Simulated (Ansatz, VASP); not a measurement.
# Cu in VASP and in Ansatz

File POSCAR:

```
Cu
1.0
    2.5040453611      0.0000000000      0.0000000000
   -1.2520226805      2.1685668949      0.0000000000
    0.0000000000      0.0000000000     23.8443920896
Cu
6
Direct
    0.0000000000      0.0000000000      0.3734320076
    0.6666666667      0.3333333333      0.2894029604
    0.3333333333      0.6666666667      0.4577928645
    0.0000000000      0.0000000000      0.6265679924
    0.6666666667      0.3333333333      0.5422071355
    0.3333333333      0.6666666667      0.7105970396
```

File INCAR.step1:

```
PREC = Accurate
ENCUT = 520
ISMEAR = 0
SIGMA = 0.15
LREAL = False
LASPH = True
NELM = 60
NBANDS = 42
GGA = PE
ALGO = Normal
EDIFF = 1E-4
LWAVE = True
LCHARG = False
```

File INCAR.step2:

```
PREC = Accurate
ENCUT = 520
EDIFF = 1E-6
ISMEAR = 0
SIGMA = 0.15
LREAL = False
LASPH = True
NELM = 60
ALGO = Normal
ISIF = 2
LWAVE = False
LCHARG = False
METAGGA = R2SCAN
LMIXTAU = True
NBANDS = 42
ISTART = 1
```

The input KPOINTS:

```
regular mesh
0
Gamma
  24 24 2
```

Input for Ansatz:

```yaml
crystal:
  lattice:
    - [2.5040453611, 0.0, 0.0]
    - [-1.2520226805, 2.1685668949, 0.0]
    - [0.0, 0.0, 23.8443920896]
  atoms:
    - { symbol: Cu, position: [0.0, 0.0, 0.3734320076] }
    - { symbol: Cu, position: [0.6666666667, 0.3333333333, 0.2894029604] }
    - { symbol: Cu, position: [0.3333333333, 0.6666666667, 0.4577928645] }
    - { symbol: Cu, position: [0.0, 0.0, 0.6265679924] }
    - { symbol: Cu, position: [0.6666666667, 0.3333333333, 0.5422071355] }
    - { symbol: Cu, position: [0.3333333333, 0.6666666667, 0.7105970396] }
basis:
  ecutwfc: 500
kpoints:
  mp_grid: { grid: [24, 24, 2] }
hamiltonian:
  xc: r2scan
scf:
  occupations: { method: gaussian, width: 0.15 }
output:
  forces: true
  stress: true
  eigenvalues: true
```

Change from the starting cell: strain +0.000 along x and y, -0.030 along z, atoms carried along.

Alike in both runs: task single point; functional r2SCAN; k mesh 24 × 24 × 2; occupations gaussian, width 0.15 eV; no spin polarisation.

|  | VASP | Ansatz |
| --- | --- | --- |
| version | VASP 6.6.1 | Ansatz 0.2.0 |
| potentials or method | VASP PAW PBE potentials, release 64 (Cu), cutoff 520 eV | scalar-relativistic, plane waves, PAW |
| valence electrons in the cell | 66 | 114 |

|  | VASP | Ansatz | Ansatz less VASP |
| --- | --- | --- | --- |
| gap on the k mesh at the Fermi level (eV) | none | none | - |
| rms of the force components (eV/Å) | 0.103 | 0.092 | -0.0109 |

VASP's potentials were made for PBE, not for r2SCAN. Atom by atom the forces differ by 0.011 eV/Å (rms over components). A gap of «none» marks a metal or a gap that the smearing closes. VASP's potentials hold 66 valence electrons a cell and Ansatz's 114, so a difference there can come from the potentials and not from the codes.
